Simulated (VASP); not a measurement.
Runs of VASP 6.6.1 on Na2S. The structure is that of space group Fm-3m (No. 225), or close to it. The cells are those of the table. 

| task | level | potentials or basis | cell | cutoff (eV) | gap on the mesh (eV) | pressure (GPa) | relaxed volume (Å³/atom) |
| --- | --- | --- | --- | --- | --- | --- | --- |
| relaxation of cell and atoms | PBE | VASP PAW PBE potentials, release 64 (Na_pv, S) | relaxed from a = 4.629 Å, angles 60.0°, 3 atoms | 500 | 2.45 | 0.0 | (c) |
| relaxation of cell and atoms | r2SCAN | VASP PAW PBE potentials, release 64 (Na_pv, S) | relaxed from a = 4.629 Å, angles 60.0°, 3 atoms | 550 | 3.13 | 0.1 | (a) |
| relaxation of cell and atoms | LDA | VASP PAW LDA potentials, release 64 (Na_pv, S) | relaxed from a = 4.629 Å, angles 60.0°, 3 atoms | 500 | 2.48 | -0.1 | 21.74 |
| relaxation of the atoms | r2SCAN | VASP PAW PBE potentials, release 64 (Na_pv, S) | atoms relaxed from a = 4.511 Å, angles 60.0°, 3 atoms | 500 | 3.34 | 2.0 | - |
| relaxation of the atoms | r2SCAN | VASP PAW PBE potentials, release 64 (Na_pv, S) | atoms relaxed from a = 4.542 Å, angles 60.0°, 3 atoms | 500 | (b) | 1.3 | - |
| relaxation of cell and atoms | PBEsol | VASP PAW PBE potentials, release 64 (Na_pv, S) | relaxed from a = 4.629 Å, angles 60.0°, 3 atoms | 500 | 2.42 | 0.0 | 22.93 |
| relaxation of the atoms | r2SCAN | VASP PAW PBE potentials, release 64 (Na_pv, S) | atoms relaxed from a = 4.574 Å, angles 60.0°, 3 atoms | 500 | 3.18 | 0.6 | - |

Alike in all rows: no spin polarisation; k mesh 8 × 8 × 8; smearing fermi-dirac 0.02 eV.

**Question.** Fill in the values left out.

**Answer.** (a) 22.92; (b) 3.26; (c) 23.60.

Caveats: the PAW data sets were made with another functional, which shifts forces and pressure a little (at least some runs); the relaxation stopped at its first step, so nothing moved (at least some runs).

A k mesh can miss the band edges.
